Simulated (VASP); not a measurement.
Wanted: the native input for a VASP 6.6.1 run.

| Quantity | Value |
| --- | --- |
| Task | single point |
| Functional | PBE |
| Potentials or basis | VASP PAW PBE potentials, release 64 (B) |
| Cutoff | 520 eV |
| k mesh | 22 × 22 × 22 |
| Occupations | fermi-dirac, width 0.1 eV |
| Spin | no spin polarisation |
| Dipole correction | no |
| Further INCAR settings | ALGO = Normal; EDIFF = 1e-06; NBANDS = 10 |

The structure of B lies in POSCAR:

```
B
1.0
    0.0000000000      2.0261947002      2.0261947002
    2.0261947002      0.0000000000      2.0261947002
    2.0261947002      2.0261947002      0.0000000000
B
2
Direct
    0.1250000000      0.1250000000      0.1250000000
    0.8750000000      0.8750000000      0.8750000000
```

One way to write it, as run:

INCAR

```
SYSTEM = B
PREC     = Accurate       ! precision mode
ENCUT    = 520            ! plane-wave cutoff, eV
EDIFF    = 1E-6           ! SCF threshold, eV
ISMEAR   = -1             ! smearing method
SIGMA    = 0.1            ! smearing width, eV
LREAL    = .False.        ! projectors in reciprocal space
LASPH    = .True.         ! aspherical terms in the spheres
NELM     = 80             ! most SCF steps
ALGO     = Normal         ! electronic algorithm
ISIF     = 2              ! what is computed and relaxed
LWAVE    = .False.        ! write WAVECAR
LCHARG   = .True.         ! write CHGCAR
GGA      = PE             ! functional
LELF     = .True.         ! ELF
LVHAR    = .True.       
NBANDS   = 10             ! bands
```

KPOINTS

```
regular mesh
0
Gamma
  22 22 22
  0 0 0
```

Potentials or basis: VASP PAW PBE potentials, release 64 (B).

Command:

```bash
$ cat potpaw_PBE.64/B/POTCAR > POTCAR
$ mpirun -np 1 vasp_std > vasp.out
```

Results of the run:

The pressure is 0.0 GPa and the band gap on the k mesh is zero (band 3 reaches 7.78 eV, above the bottom of band 4 at 0.66 eV).

It took 37 s on 1 thread of Intel(R) Xeon(R) Platinum 8259CL CPU @ 2.50GHz (Skylake/Cascade Lake), with other jobs on the host, peak memory 0.16 GiB.
